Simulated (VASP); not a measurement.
Wanted: the native input for a VASP 6.6.1 run.

```yaml
Task: single point
Functional: LDA
Potentials_or_basis: VASP PAW LDA potentials, release 64 (Sr_sv, Cl)
Cutoff: 520 eV
k_mesh: 6 × 6 × 6
Occupations: fermi-dirac, width 0.05 eV
Spin: no spin polarisation
Dipole_correction: no
Further_INCAR_settings: ALGO = Normal; EDIFF = 1e-06; NBANDS = 19
```

The structure of SrCl2 lies in POSCAR:

```
SrCl2
1.0
    0.0000000000      3.4883500000      3.4883500000
    3.4883500000      0.0000000000      3.4883500000
    3.4883500000      3.4883500000      0.0000000000
Sr Cl
1 2
Direct
    0.0000000000      0.0000000000      0.0000000000
    0.7500000000      0.7500000000      0.7500000000
    0.2500000000      0.2500000000      0.2500000000
```

The input as run:

INCAR

```
SYSTEM = SrCl2
PREC = Accurate
ENCUT = 520
EDIFF = 1E-6
ISMEAR = -1
SIGMA = 0.05
LREAL = .FALSE.
LASPH = .TRUE.
NELM = 80
ALGO = Normal
ISIF = 2
LWAVE = .FALSE.
LCHARG = .FALSE.
GGA = CA
NBANDS = 19
```

KPOINTS

```
regular mesh
0
G
  6 6 6
  0 0 0
```

Potentials or basis: VASP PAW LDA potentials, release 64 (Sr_sv, Cl).

Command:

```bash
$ cat potpaw_LDA.64/Sr_sv/POTCAR potpaw_LDA.64/Cl/POTCAR > POTCAR
$ mpirun -np 1 vasp_std > vasp.out
```

Results of the run:

```
Pressure               : -2.7 GPa
Band gap on the k mesh : 4.89 eV, indirect (least direct gap 5.15 eV)
```

Run time: 28 s on 1 thread of Intel Xeon 6975P-C (shared host), peak memory 0.19 GiB.
